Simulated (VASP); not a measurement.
Here is a VASP 6.6.1 calculation.

INCAR

```
SYSTEM = BAs
PREC = Accurate
ENCUT = 600
EDIFF = 1E-6
ISMEAR = -1
SIGMA = 0.05
LREAL = .False.
LASPH = .True.
NELM = 100
ALGO = Normal
ISIF = 3
LWAVE = .False.
LCHARG = .False.
GGA = PE
IBRION = 2
NSW = 80
EDIFFG = -0.005
PSTRESS = 50.0
```

File KPOINTS:

```
regular mesh
0
Gamma
  10 10 10
  0 0 0
```

POSCAR

```
BAs
1.0
    0.0000000000      2.3885000000      2.3885000000
    2.3885000000      0.0000000000      2.3885000000
    2.3885000000      2.3885000000      0.0000000000
As B
1 1
Direct
    0.7500000000      0.7500000000      0.7500000000
    0.0000000000      0.0000000000      0.0000000000
```

Potentials or basis: VASP PAW PBE potentials, release 64 (As, B).

Launch:

```bash
$ cat potpaw_PBE.64/As/POTCAR potpaw_PBE.64/B/POTCAR > POTCAR
$ mpirun -np 1 vasp_std > vasp.out
```

(1) Estimate the space group after relaxing (to 0.05 Å).

(2) Estimate the band gap on the k mesh.

(3) What does it give for the relaxed volume?

Results:

(1) F-43m (No. 216).

(2) 1.16 eV, indirect (least direct gap 3.29 eV).

(3) 13.48 Å³/atom.

Caveat: the cell is relaxed towards a set pressure, so the enthalpy falls and the energy may rise.
